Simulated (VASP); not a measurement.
# Pb (Fm-3m) in VASP: a series of runs, part 2 of 3

VASP 6.6.1. Earlier steps stand in the parts before.

### Step 3. Single point, LDA (25.56 Å³/atom)

INCAR reads:

```
  PREC = Accurate
  ENCUT = 500
  EDIFF = 1E-6
  ISMEAR = -1
  SIGMA = 0.05
  LREAL = False
  LASPH = True
  NELM = 120
  ALGO = Normal
  ISIF = 2
  LWAVE = False
  LCHARG = False
  GGA = CA
  NBANDS = 13
  GGA_COMPAT = False
```

KPOINTS reads:

```
Automatic mesh
0
Gamma
  15 15 15
```

POSCAR reads:

```
Pb
1.0
    0.0000000000      2.3380072568      2.3380072568
    2.3380072568      0.0000000000      2.3380072568
    2.3380072568      2.3380072568      0.0000000000
Pb
1
Direct
    0.0000000000      0.0000000000      0.0000000000
```

Potentials or basis: VASP PAW LDA potentials, release 64 (Pb_d).

On the command line:

```console
$ cat potpaw_LDA.64/Pb_d/POTCAR > POTCAR
$ mpirun -np 1 vasp_std > vasp.out
```

OUTCAR:

```text
PREC = Accurate
   ENCUT = 500
   EDIFF = 1E-6
   ISMEAR = -1
   LREAL = False
   LASPH = True
   NELM = 120
   ISIF = 2
   GGA = CA

 ion  position               nearest neighbor table
   1  0.000  0.000  0.000-

  LATTYP: Found a face centered cubic cell.
 ALAT       =     4.6760145136

  Lattice vectors:

 A1 = (   0.0000000000,   2.3380072568,   2.3380072568)
 A2 = (   2.3380072568,   0.0000000000,   2.3380072568)
 A3 = (   2.3380072568,   2.3380072568,   0.0000000000)

Analysis of symmetry for initial positions (statically):
=====================================================================
 Subroutine PRICEL returns:
 Original cell was already a primitive cell.

 Routine SETGRP: Setting up the symmetry group for a
 face centered cubic supercell.

 Subroutine GETGRP returns: Found 48 space group operations
 (whereof 48 operations were pure point group operations)
 out of a pool of 48 trial point group operations.

The static configuration has the point symmetry O_h .

Analysis of symmetry for dynamics (positions and initial velocities):
=====================================================================
 Subroutine PRICEL returns:
 Original cell was already a primitive cell.

 Routine SETGRP: Setting up the symmetry group for a
 face centered cubic supercell.

 Subroutine GETGRP returns: Found 48 space group operations
 (whereof 48 operations were pure point group operations)
 out of a pool of 48 trial point group operations.

The dynamic configuration has the point symmetry O_h .

 Subroutine INISYM returns: Found 48 space group operations
 (whereof 48 operations are pure point group operations),
 and found     1 'primitive' translations

----------------------------------------------------------------------------------------

                                     Primitive cell

  volume of cell :      25.5604

  direct lattice vectors                    reciprocal lattice vectors
     0.000000000  2.338007257  2.338007257    -0.213857335  0.213857335  0.213857335
     2.338007257  0.000000000  2.338007257     0.213857335 -0.213857335  0.213857335
     2.338007257  2.338007257  0.000000000     0.213857335  0.213857335 -0.213857335

  length of vectors
     3.306441571  3.306441571  3.306441571     0.370411769  0.370411769  0.370411769

  position of ions in fractional coordinates (direct lattice)
     0.000000000  0.000000000  0.000000000

  ion indices of the primitive-cell ions
   primitive index   ion index
                 1           1

----------------------------------------------------------------------------------------

 KPOINTS: Automatic mesh

Automatic generation of k-mesh.
 Grid dimensions read from file:
 generate k-points for:   15   15   15

 Generating k-lattice:

  Cartesian coordinates                     Fractional coordinates (reciprocal lattice)
    -0.014257156  0.014257156  0.014257156     0.066666667  0.000000000  0.000000000
     0.014257156 -0.014257156  0.014257156     0.000000000  0.066666667  0.000000000
     0.014257156  0.014257156 -0.014257156     0.000000000  0.000000000  0.066666667

  Length of vectors
     0.024694118  0.024694118  0.024694118

  Shift w.r.t. Gamma in fractional coordinates (k-lattice)
     0.000000000  0.000000000  0.000000000

 Subroutine IBZKPT returns following result:
 ===========================================

 Found    120 irreducible k-points:

 Following reciprocal coordinates:
            Coordinates               Weight
  0.000000  0.000000  0.000000      1.000000
  0.066667  0.000000  0.000000      8.000000
  0.133333  0.000000  0.000000      8.000000
  0.200000  0.000000  0.000000      8.000000
  0.266667  0.000000  0.000000      8.000000
  0.333333  0.000000  0.000000      8.000000
[... 16 lines left out ...]
  0.133333  0.133333  0.000000      6.000000
  0.200000  0.133333  0.000000     24.000000
 [... further k-points ...]
   k-points           NKPTS =    120   k-points in BZ     NKDIM =    120   number of bands    NBANDS=     13
   number of dos      NEDOS =    301   number of ions     NIONS =      1
   total plane-waves  NPLWV =  13824
   dimension x,y,z NGX =    24 NGY =   24 NGZ =   24
   dimension x,y,z NGXF=    48 NGYF=   48 NGZF=   48
   ions per type =               1
   NGX,Y,Z   is equivalent  to a cutoff of  12.07, 12.07, 12.07 a.u.
   NGXF,Y,Z  is equivalent  to a cutoff of  24.13, 24.13, 24.13 a.u.
 SYSTEM =  unknown system
   PREC   = accura    normal or accurate (medium, high low for compatibility)
   ISTART =      0    job   : 0-new  1-cont  2-samecut
   ICHARG =      2    charge: 1-file 2-atom 10-const
   ISPIN  =      1    spin polarized calculation?
   LNONCOLLINEAR =      F non collinear calculations
   LSORBIT =      F    spin-orbit coupling
   LASPH  =      T    aspherical Exc in radial PAW
   ENCUT  =  500.0 eV  36.75 Ry    6.06 a.u.   6.03  6.03  6.03*2*pi/ulx,y,z
   NELM   =    120;   NELMIN=  2; NELMDL= -5     # of ELM steps
   EDIFF  = 0.1E-05   stopping-criterion for ELM
   LREAL  =      F    real-space projection
   EDIFFG = 0.1E-04   stopping-criterion for IOM
   NSW    =      0    number of steps for IOM
   IBRION =     -1    ionic relax: 0-MD 1-quasi-New 2-CG
   NFREE  =      0    steps in history (QN), initial steepest desc. (CG)
   ISIF   =      2    stress and relaxation
   ISYM   =      2    0-nonsym 1-usesym 2-fastsym
   POTIM  = 0.5000    time-step for ionic-motion
   TEBEG  =    0.0;   TEEND  =   0.0 temperature during run
   PSTRESS=    0.0 pullay stress
   NELECT =      14.0000    total number of electrons
   NUPDOWN=      -1.0000    fix difference up-down
   EMIN   =  10.00;   EMAX   =-10.00  energy-range for DOS
   EFERMI =   0.00;   METHOD = LEGACY
   ISMEAR =    -1;   SIGMA  =   0.05  broadening in eV -4-tet -1-fermi 0-gaus
   EFERMI_NEDOS =   21; number of points for ismear=-14 and -15
   IALGO  =     38    algorithm
   IMIX   =      4    mixing-type and parameters
     AMIX     =   0.40;   BMIX     =  1.00
     AMIX_MAG =   1.60;   BMIX_MAG =  1.00
  volume/ion in A,a.u.               =      25.56       172.49
  Fermi-wavevector in a.u.,A,eV,Ry     =   1.339456  2.531204 24.410774  1.794141
  Thomas-Fermi vector in A             =   2.467846
   LORBIT       =      0    0 simple, 1 ext, 2 COOP (PROOUT), +10 PAW based schemes
   GGA     = CA    functional components
   LHFCALC =     F    Hartree Fock is set to
   AEXX    =    0.0000 exact exchange contribution
   IVDW    =     0    specifies the selected vdW correction
   LEPSILON=     F    determine dielectric tensor
   LRPA    =     F    only Hartree local field effects (RPA)
 non-spin polarized calculation
  energy-cutoff  :      500.00
  volume of cell :       25.56
 maximum number of plane-waves:       663
   NGX = 13   NGY = 13   NGZ = 13

 number of electron      13.9999998 magnetization

 Free energy of the ion-electron system (eV)
  ---------------------------------------------------
  ext. energy  EPLUGINS =         0.00000000
  ---------------------------------------------------
  free energy    TOTEN  =        -4.16549639 eV

  energy without entropy =       -4.16190414  energy(sigma->0) =       -4.16370026

 E-fermi :   9.2422     XC(G=0): -11.2984

 val. band max:        9.2389933191   @ k =  -0.2000   0.2000   0.0667
 cond. band min:       9.2521120101   @ k =  -0.2000   0.3333   0.1333
 fundamental gap:      0.0131186910
 Fermi energy:         9.2422261765

 k-point     1 :       0.0000    0.0000    0.0000
  band No.  band energies     occupation
      1      -8.0898      2.00000
      2      -8.0898      2.00000
      3      -8.0898      2.00000
      4      -7.8530      2.00000
      5      -7.8530      2.00000
      6      -3.9504      2.00000
      7      17.8602      0.00000
      8      17.8602      0.00000
      9      17.8602      0.00000
     10      18.9659      0.00000
     11      22.7688      0.00000
     12      22.9932      0.00000
     13      22.9932      0.00000

 k-point     2 :       0.0667    0.0000    0.0000
  band No.  band energies     occupation
      1      -8.0911      2.00000
      2      -8.0792      2.00000
      3      -8.0792      2.00000
      4      -7.8542      2.00000
      5      -7.8542      2.00000
      6      -3.8489      2.00000
      7      16.6370      0.00000
      8      17.7389      0.00000
      9      17.7389      0.00000
     10      18.8833      0.00000
     11      22.9467      0.00000
[... 339 lines left out ...]
 k-point    24 :       0.2000    0.1333    0.0000
  band No.  band energies     occupation
      1      -8.1542      2.00000
      2      -7.9824      2.00000
      3      -7.9762      2.00000
      4      -7.9231      2.00000
      5      -7.7987      2.00000
      6      -3.0297      2.00000
      7      13.6072      0.00000
      8      15.3096      0.00000
      9      15.9178      0.00000
     10      18.3573      0.00000
     11      19.6368      0.00000
     12      24.5163      0.00000
     13      25.1429      0.00000

 [... further k-points ...]
[... 5 lines left out ...]
  --------------------------------------------------------------------------------------
  -------------------------------------------------------------------------------------
  Total        1.4860094      1.4860094      1.4860094     -0.0000000      0.0000000     -0.0000000
  in kB       93.1460772     93.1460772     93.1460772     -0.0000000      0.0000000     -0.0000000
  external PRESSURE =      93.1460772 kB  Pullay stress =       0.0000000 kB

 VOLUME and BASIS-vectors are now :
 -----------------------------------------------------------------------------
  energy-cutoff  :      500.00
  volume of cell :       25.56
      direct lattice vectors                 reciprocal lattice vectors
     0.000000000  2.338007257  2.338007257    -0.213857335  0.213857335  0.213857335
     2.338007257  0.000000000  2.338007257     0.213857335 -0.213857335  0.213857335
     2.338007257  2.338007257  0.000000000     0.213857335  0.213857335 -0.213857335

 POSITION                                       TOTAL-FORCE (eV/Angst)
 -----------------------------------------------------------------------------------
      0.00000      0.00000      0.00000         0.000000     -0.000000     -0.000000
 -----------------------------------------------------------------------------------
    total drift:                               -0.000000      0.000000     -0.000000

  FREE ENERGIE OF THE ION-ELECTRON SYSTEM (eV)
  ---------------------------------------------------
  free  energy   TOTEN  =        -4.1654963864 eV

  energy  without entropy=       -4.1619041414  energy(sigma->0) =       -4.16370026
```

stdout:

```text
POSCAR found type information on POSCAR Pb
 POSCAR found :  1 types and       1 ions
 scaLAPACK will be used
 LDA part: xc-table for (Slater(with rela. corr.)+CA(PZ))
 , standard interpolation
 POSCAR, INCAR and KPOINTS ok, starting setup
 FFT: planning ... GRIDC
 FFT: planning ... GRID_SOFT
 FFT: planning ... GRID
 WAVECAR not read
 entering main loop
```

Run time: 7.4 s. Hardware: 1 thread of Intel Xeon 6975P-C (Granite Rapids), shared host; peak memory 0.15 GiB.

Results:

| Quantity | Value |
| --- | --- |
| Free energy | -4.1655 eV |
| Pressure | 9.3 GPa |
| Band gap on the k mesh | zero (bands 7 and 8 overlap by 10.67 eV) |

Levels at points of the mesh, in eV from the Fermi level:
| k point | band 5 | band 6 | band 7 | band 8 | band 9 | band 10 |
| --- | --- | --- | --- | --- | --- | --- |
| (0.00, 0.00, 0.00) | -17.10 | -13.19 | 8.62 | 8.62 | 8.62 | 9.72 |

Caveat: the cell stands under pressure; spin-orbit coupling is left out, which moves the levels of the heavy elements.

(Part 2 of 3 ends here.)
